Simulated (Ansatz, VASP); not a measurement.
## One calculation of Tc, two programs

Contents of INCAR:

```
ALGO     = Normal         # electronic algorithm
EDIFF    = 1E-6           # SCF threshold, eV
ENCUT    = 520            # plane-wave cutoff, eV
GGA      = PE             # functional
ISIF     = 2              # what is computed and relaxed
ISMEAR   = -1             # smearing method
LASPH    = True           # aspherical terms in the spheres
LCHARG   = False          # write CHGCAR
LREAL    = False          # projectors in reciprocal space
LWAVE    = False          # write WAVECAR
NBANDS   = 12             # bands
NELM     = 60             # most SCF steps
PREC     = Accurate       # precision mode
SIGMA    = 0.03           # smearing width, eV
```

File KPOINTS:

```
k-points
0
Gamma
  18 18 18
```

POSCAR

```
Tc
1.0
    0.0000000000      1.9336126706      1.9336126706
    1.9336126706      0.0000000000      1.9336126706
    1.9336126706      1.9336126706      0.0000000000
Tc
1
Direct
    0.0000000000      0.0000000000      0.0000000000
```

Input for Ansatz:

```yaml
crystal:
  lattice:
    - [0.0, 1.9336126706, 1.9336126706]
    - [1.9336126706, 0.0, 1.9336126706]
    - [1.9336126706, 1.9336126706, 0.0]
  atoms:
    - { symbol: Tc, position: [0.0, 0.0, 0.0] }
kpoints:
  mp_grid: { grid: [18, 18, 18] }
scf:
  occupations: { method: fermi_dirac, width: 0.03 }
hamiltonian:
  xc: pbe
  pseudopotentials: { kind: all_electron, lapw: { basis_error: 0.00025 } }
output:
  forces: true
  stress: true
  eigenvalues: true
```

Change from the starting cell: volume scaled by 0.975.

Alike in both runs: task single point; functional PBE; k mesh 18 × 18 × 18; occupations fermi-dirac, width 0.03 eV; no spin polarisation.

```csv
,VASP,Ansatz
version,VASP 6.6.1,Ansatz 0.2.0
potentials or method,"VASP PAW PBE potentials, release 64 (Tc_pv), cutoff 520 eV","all-electron LAPW, scalar-relativistic"
```

|  | VASP | Ansatz | Ansatz less VASP |
| --- | --- | --- | --- |
| pressure (GPa) | 0.4 | 1.0 | +0.59 |

Ansatz ran all-electron here, and VASP with PAW potentials.
